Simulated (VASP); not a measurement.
# Fe (P6_3/mmc) in VASP: a series of runs

The runs below take Fe through single point, with PBE.

Program: VASP 6.6.1. These are calculated values, not measurements. Logs are shortened: lines on timing, memory, paths and dates and some standing lists are left out, and cuts for length are marked.

## (1) The cell of the first run

It takes space group P6_3/mmc (No. 194, hexagonal). Conventional cell: a = 2.466 Å, b = 2.466 Å, c = 3.892 Å, α = 90.00°, β = 90.00°, γ = 120.00°. Within 3.2 Å of Fe (site symmetry -6m2) lie 12 Fe at 2.41 to 2.47 Å.

## (2) Single point, PBE (volume scaled by 1.04)

Contents of INCAR:

```
SYSTEM = Fe
ALGO = Normal ; EDIFF = 1E-6
ENCUT = 520 ; GGA = PE
ISIF = 2 ; ISMEAR = -1
LASPH = .TRUE. ; LCHARG = .FALSE.
LREAL = .FALSE. ; LWAVE = .FALSE.
NBANDS = 15 ; NELM = 60
PREC = Accurate ; SIGMA = 0.08
```

Contents of KPOINTS:

```
k-points
0
G
  17 17 10
  0 0 0
```

Contents of POSCAR:

```
Fe
1.0
    2.4661896480      0.0000000000      0.0000000000
   -1.2330948240      2.1357828857      0.0000000000
    0.0000000000      0.0000000000      3.8924920371
Fe
2
Direct
    0.3333333333      0.6666666667      0.2500000000
    0.6666666667      0.3333333333      0.7500000000
```

Potentials or basis: VASP PAW PBE potentials, release 64 (Fe).

Started as:

```console
$ cat potpaw_PBE.64/Fe/POTCAR > POTCAR
$ mpirun -np 1 vasp_std > vasp.out
```

OUTCAR:

```text
SYSTEM = Fe
   EDIFF = 1E-6
   ENCUT = 520
   GGA = PE
   ISIF = 2
   ISMEAR = -1
   LASPH = .TRUE.
   LREAL = .FALSE.
   NELM = 60
   PREC = Accurate

 ion  position               nearest neighbor table
   1  0.333  0.667  0.250-   2 2.41   2 2.41   2 2.41   2 2.41   2 2.41   2 2.41
   2  0.667  0.333  0.750-   1 2.41   1 2.41   1 2.41   1 2.41   1 2.41   1 2.41

  LATTYP: Found a hexagonal cell.
 ALAT       =     2.4661896480
 C/A-ratio  =     1.5783425416

  Lattice vectors:

 A1 = (   2.4661896480,   0.0000000000,   0.0000000000)
 A2 = (  -1.2330948240,   2.1357828857,   0.0000000000)
 A3 = (   0.0000000000,   0.0000000000,   3.8924920371)

Analysis of symmetry for initial positions (statically):
=====================================================================
 Subroutine PRICEL returns:
 Original cell was already a primitive cell.

 Routine SETGRP: Setting up the symmetry group for a
 hexagonal supercell.

 Subroutine GETGRP returns: Found 24 space group operations
 (whereof 12 operations were pure point group operations)
 out of a pool of 24 trial point group operations.

The static configuration has the point symmetry D_3d.
 The point group associated with its full space group is D_6h.

Analysis of symmetry for dynamics (positions and initial velocities):
=====================================================================
 Subroutine PRICEL returns:
 Original cell was already a primitive cell.

 Routine SETGRP: Setting up the symmetry group for a
 hexagonal supercell.

 Subroutine GETGRP returns: Found 24 space group operations
 (whereof 12 operations were pure point group operations)
 out of a pool of 24 trial point group operations.

The dynamic configuration has the point symmetry D_3d.
 The point group associated with its full space group is D_6h.

 Subroutine INISYM returns: Found 24 space group operations
 (whereof 12 operations are pure point group operations),
 and found     1 'primitive' translations

----------------------------------------------------------------------------------------

                                     Primitive cell

  volume of cell :      20.5027

  direct lattice vectors                    reciprocal lattice vectors
     2.466189648  0.000000000  0.000000000     0.405483820  0.234106193  0.000000000
    -1.233094824  2.135782886  0.000000000     0.000000000  0.468212386  0.000000000
     0.000000000  0.000000000  3.892492037     0.000000000  0.000000000  0.256904829
[... 92 lines left out ...]
   POTIM  = 0.5000    time-step for ionic-motion
   TEBEG  =    0.0;   TEEND  =   0.0 temperature during run
   PSTRESS=    0.0 pullay stress
   NELECT =      16.0000    total number of electrons
   NUPDOWN=      -1.0000    fix difference up-down
   EMIN   =  10.00;   EMAX   =-10.00  energy-range for DOS
   EFERMI =   0.00;   METHOD = LEGACY
   ISMEAR =    -1;   SIGMA  =   0.08  broadening in eV -4-tet -1-fermi 0-gaus
   EFERMI_NEDOS =   21; number of points for ismear=-14 and -15
   IALGO  =     38    algorithm
   IMIX   =      4    mixing-type and parameters
     AMIX     =   0.40;   BMIX     =  1.00
     AMIX_MAG =   1.60;   BMIX_MAG =  1.00
  volume/ion in A,a.u.               =      10.25        69.18
  Fermi-wavevector in a.u.,A,eV,Ry     =   1.507224  2.848240 30.908673  2.271723
  Thomas-Fermi vector in A             =   2.617838
   LORBIT       =      0    0 simple, 1 ext, 2 COOP (PROOUT), +10 PAW based schemes
   GGA     = PE    functional components
   LHFCALC =     F    Hartree Fock is set to
   AEXX    =    0.0000 exact exchange contribution
   IVDW    =     0    specifies the selected vdW correction
   LEPSILON=     F    determine dielectric tensor
   LRPA    =     F    only Hartree local field effects (RPA)
 non-spin polarized calculation
  energy-cutoff  :      520.00
  volume of cell :       20.50
 maximum number of plane-waves:       573
   NGX =  9   NGY =  9   NGZ = 15

 number of electron      16.0000003 magnetization

 Free energy of the ion-electron system (eV)
  ---------------------------------------------------
  ext. energy  EPLUGINS =         0.00000000
  ---------------------------------------------------
  free energy    TOTEN  =       -16.33331664 eV

  energy without entropy =      -16.27671051  energy(sigma->0) =      -16.30501357

 E-fermi :   6.8410     XC(G=0): -13.7566

 val. band max:        6.8399426873   @ k =   0.2941   0.0000   0.2000
 cond. band min:       6.8413488658   @ k =   0.2941   0.0000   0.0000
 fundamental gap:      0.0014061785
 Fermi energy:         6.8410190852

 k-point     1 :       0.0000    0.0000    0.0000
  band No.  band energies     occupation
      1      -2.0413      2.00000
      2       1.9474      2.00000
      3       5.2048      2.00000
      4       5.2048      2.00000
      5       5.3430      2.00000
      6       5.6679      2.00000
      7       5.6679      2.00000
      8       5.9958      1.99995
      9       5.9958      1.99995
     10       7.4000      0.00185
     11       7.5436      0.00031
     12       7.5436      0.00031
     13      15.5755      0.00000
     14      28.6676      0.00000
[... 401 lines left out ...]
      2       3.2219      2.00000
      3       3.5477      2.00000
      4       3.7313      2.00000
      5       4.9687      2.00000
      6       5.3574      2.00000
      7       5.7360      2.00000
      8       6.3822      1.99356
      9       6.9489      0.41214
     10       7.4655      0.00081
     11       7.7542      0.00002
     12      14.1297      0.00000
     13      16.0338      0.00000
     14      20.1606      0.00000
     15      20.8986      0.00000

 [... further k-points ...]

------------------------ aborting loop because EDIFF is reached ----------------------------------------

  FORCE on cell =-STRESS in cart. coord.  units (eV):
  Direction    XX          YY          ZZ          XY          YZ          ZX
  --------------------------------------------------------------------------------------
  -------------------------------------------------------------------------------------
  Total       -0.2613227     -0.2613227     -0.1853738      0.0000000      0.0000000      0.0000000
  in kB      -20.4209710    -20.4209710    -14.4859735      0.0000000      0.0000000      0.0000000
  external PRESSURE =     -18.4426385 kB  Pullay stress =       0.0000000 kB

 VOLUME and BASIS-vectors are now :
 -----------------------------------------------------------------------------
  energy-cutoff  :      520.00
  volume of cell :       20.50
      direct lattice vectors                 reciprocal lattice vectors
     2.466189648  0.000000000  0.000000000     0.405483820  0.234106193  0.000000000
    -1.233094824  2.135782886  0.000000000     0.000000000  0.468212386  0.000000000
     0.000000000  0.000000000  3.892492037     0.000000000  0.000000000  0.256904829

 POSITION                                       TOTAL-FORCE (eV/Angst)
 -----------------------------------------------------------------------------------
     -0.00000      1.42386      0.97312         0.000000     -0.000000      0.000000
      1.23309      0.71193      2.91937        -0.000000      0.000000      0.000000
 -----------------------------------------------------------------------------------
    total drift:                                0.000000     -0.000000     -0.000000

  FREE ENERGIE OF THE ION-ELECTRON SYSTEM (eV)
  ---------------------------------------------------
  free  energy   TOTEN  =       -16.3333166363 eV

  energy  without entropy=      -16.2767105077  energy(sigma->0) =      -16.30501357
```

stdout:

```text
POSCAR found type information on POSCAR Fe
 POSCAR found :  1 types and       2 ions
 scaLAPACK will be used
 LDA part: xc-table for (Slater+PW92), standard interpolation
 POSCAR, INCAR and KPOINTS ok, starting setup
 FFT: planning ... GRIDC
 FFT: planning ... GRID_SOFT
 FFT: planning ... GRID
 WAVECAR not read
 entering main loop
```

It took 30 s on 1 thread of Intel Xeon Platinum 8488C (Sapphire Rapids), shared host; peak memory 0.17 GiB.

What came out:

| Quantity | Value |
| --- | --- |
| Free energy | -16.3333 eV |
| Pressure | -1.8 GPa |
| Band gap on the k mesh | zero (band 8 reaches 7.66 eV, above the bottom of band 9 at 5.86 eV) |

Stress tensor (GPa, compression positive):
```
-2.04  0.00  0.00
 0.00 -2.04  0.00
 0.00  0.00 -1.45
```

Caveat: the run has no spin polarisation, though such a crystal can be magnetic.

## (3) Single point, PBE (equal xx and yy strain of -2 %)

Contents of INCAR:

```
SYSTEM = Fe
  PREC = Accurate
  ENCUT = 520
  EDIFF = 1E-6
  ISMEAR = -1
  SIGMA = 0.08
  LREAL = .FALSE.
  LASPH = .TRUE.
  NELM = 80
  ALGO = Normal
  ISIF = 2
  LWAVE = .FALSE.
  LCHARG = .TRUE.
  GGA = PE
  LELF = .TRUE.
  LVHAR = .TRUE.
  NBANDS = 15
```

Contents of KPOINTS:

```
Automatic mesh
0
G
  17 17 10
  0 0 0
```

Contents of POSCAR:

```
Fe
1.0
    2.3854744336      0.0000000000      0.0000000000
   -1.1927372168      2.0658814596      0.0000000000
    0.0000000000      0.0000000000      3.8419344700
Fe
2
Direct
    0.3333333333      0.6666666667      0.2500000000
    0.6666666667      0.3333333333      0.7500000000
```

Potentials or basis: VASP PAW PBE potentials, release 64 (Fe).

Started as:

```console
$ cat potpaw_PBE.64/Fe/POTCAR > POTCAR
$ mpirun -np 1 vasp_std > vasp.out
```

OUTCAR:

```text
SYSTEM = Fe
   PREC = Accurate
   ENCUT = 520
   EDIFF = 1E-6
   ISMEAR = -1
   LREAL = .FALSE.
   LASPH = .TRUE.
   NELM = 80
   ISIF = 2
   GGA = PE

 ion  position               nearest neighbor table
   1  0.333  0.667  0.250-   2 2.36   2 2.36   2 2.36   2 2.36   2 2.36   2 2.36
   2  0.667  0.333  0.750-   1 2.36   1 2.36   1 2.36   1 2.36   1 2.36   1 2.36

  LATTYP: Found a hexagonal cell.
 ALAT       =     2.3854744336
 C/A-ratio  =     1.6105536139

  Lattice vectors:

[... 620 lines left out ...]

------------------------ aborting loop because EDIFF is reached ----------------------------------------

  FORCE on cell =-STRESS in cart. coord.  units (eV):
  Direction    XX          YY          ZZ          XY          YZ          ZX
  --------------------------------------------------------------------------------------
  -------------------------------------------------------------------------------------
  Total        3.3042102      3.3042102      2.2063077      0.0000000      0.0000000      0.0000000
  in kB      279.6070626    279.6070626    186.7009546      0.0000000      0.0000000      0.0000000
  external PRESSURE =     248.6383600 kB  Pullay stress =       0.0000000 kB

 VOLUME and BASIS-vectors are now :
 -----------------------------------------------------------------------------
  energy-cutoff  :      520.00
  volume of cell :       18.93
      direct lattice vectors                 reciprocal lattice vectors
     2.385474434  0.000000000  0.000000000     0.419203822  0.242027440  0.000000000
    -1.192737217  2.065881460  0.000000000     0.000000000  0.484054879  0.000000000
     0.000000000  0.000000000  3.841934470     0.000000000  0.000000000  0.260285543

 POSITION                                       TOTAL-FORCE (eV/Angst)
 -----------------------------------------------------------------------------------
     -0.00000      1.37725      0.96048        -0.000000     -0.000000      0.000000
      1.19274      0.68863      2.88145         0.000000      0.000000      0.000000
 -----------------------------------------------------------------------------------
    total drift:                                0.000000     -0.000000     -0.000000

  FREE ENERGIE OF THE ION-ELECTRON SYSTEM (eV)
  ---------------------------------------------------
  free  energy   TOTEN  =       -16.2242014225 eV

  energy  without entropy=      -16.1729840118  energy(sigma->0) =      -16.19859272
```

stdout:

```text
POSCAR found type information on POSCAR Fe
 POSCAR found :  1 types and       2 ions
 scaLAPACK will be used
 LDA part: xc-table for (Slater+PW92), standard interpolation
 POSCAR, INCAR and KPOINTS ok, starting setup
 FFT: planning ... GRIDC
 FFT: planning ... GRID_SOFT
 FFT: planning ... GRID
 WAVECAR not read
 entering main loop
```

It took 33 s on 1 thread of Intel Xeon Platinum 8488C (Sapphire Rapids), shared host; peak memory 0.16 GiB.

Results:

| Item | Value |
| --- | --- |
| Free energy | -16.2242 eV |
| Pressure | 24.9 GPa |
| Band gap on the k mesh | zero (band 8 reaches 8.77 eV, above the bottom of band 9 at 6.71 eV) |

Stress tensor (GPa, compression positive):
```
27.96  0.00  0.00
 0.00 27.96  0.00
 0.00  0.00 18.67
```

Caveat: the cell differs from its parent crystal (equal xx and yy strain of -2 %); the run has no spin polarisation, though such a crystal can be magnetic. Spin polarisation is off, so any magnetic state and its effect on volume and gap are missing.
